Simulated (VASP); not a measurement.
# KCl: single point with PBE

System: KCl, a slab with vacuum.

```
K Cl
1.0
     4.44978    0.00000    0.00000
     0.00000    4.44978    0.00000
     0.00000    0.00000   15.14647
K Cl
2 2
Direct
  0.00000 0.00000 0.39613
  0.50000 0.50000 0.60387
  0.50000 0.50000 0.39613
  0.00000 0.00000 0.60387
```

```json
{
  "Program": "VASP 6.6.1",
  "Task": "single point",
  "Functional": "PBE",
  "Potentials or basis": "VASP PAW PBE potentials, release 64 (K_sv, Cl)",
  "Cutoff": "520 eV",
  "k mesh": "3 × 3 × 1",
  "Occupations": "methfessel-paxton, width 0.15 eV",
  "Spin": "no spin polarisation"
}
```

The largest force is 0.052 eV/Å and the band gap on the k mesh is 4.87 eV.

Forces on the atoms (eV/Å):
```
K    0.000  0.000  0.031
K    0.000  0.000 -0.031
Cl   0.000  0.000 -0.052
Cl   0.000  0.000  0.052
```

Levels at points of the mesh, in eV from the valence-band top:
```csv
k point,band 14,band 15,band 16,band 17,band 18,band 19
"(0.00, 0.00, 0.00)",-0.12,0.00,0.00,4.87,5.54,6.28
```

It took 69 s on 1 thread of Intel Xeon 8259CL, on a shared host, peak memory 0.38 GiB.

Caveat: the k points lie up to 0.47 Å⁻¹ apart.
